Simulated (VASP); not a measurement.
TePb: single point with PBE

TePb:

```
Pb Te
1.0
     0.00000    3.28562    3.28562
     3.28562    0.00000    3.28562
     3.28562    3.28562    0.00000
Pb Te
1 1
Cartesian
  0.0000 0.0000 0.0000
  3.2856 3.2856 3.2856
```

| Item | Value |
| --- | --- |
| Program | VASP 6.6.1 |
| Task | single point |
| Functional | PBE |
| Potentials or basis | VASP PAW PBE potentials, release 64 (Pb_d, Te) |
| Cutoff | 520 eV |
| k mesh | 7 × 7 × 7 |
| Occupations | fermi-dirac, width 0.05 eV |
| Spin | no spin polarisation |

```yaml
Pressure: -0.1 GPa
```

Levels at points of the mesh, in eV from the Fermi level:
```tsv
k point	band 8	band 9	band 10	band 11	band 12	band 13
(0.00, 0.00, 0.00)	-1.61	-1.61	-1.61	3.56	3.56	3.56
```

Run time: 47 s on 1 thread of Intel Xeon 8259CL, on a shared host, peak memory 0.21 GiB.

Caveat: this odd mesh misses L, so gap, dielectric constants and Born charges aren't listed; spin-orbit coupling is left out, which moves the levels of the heavy elements.
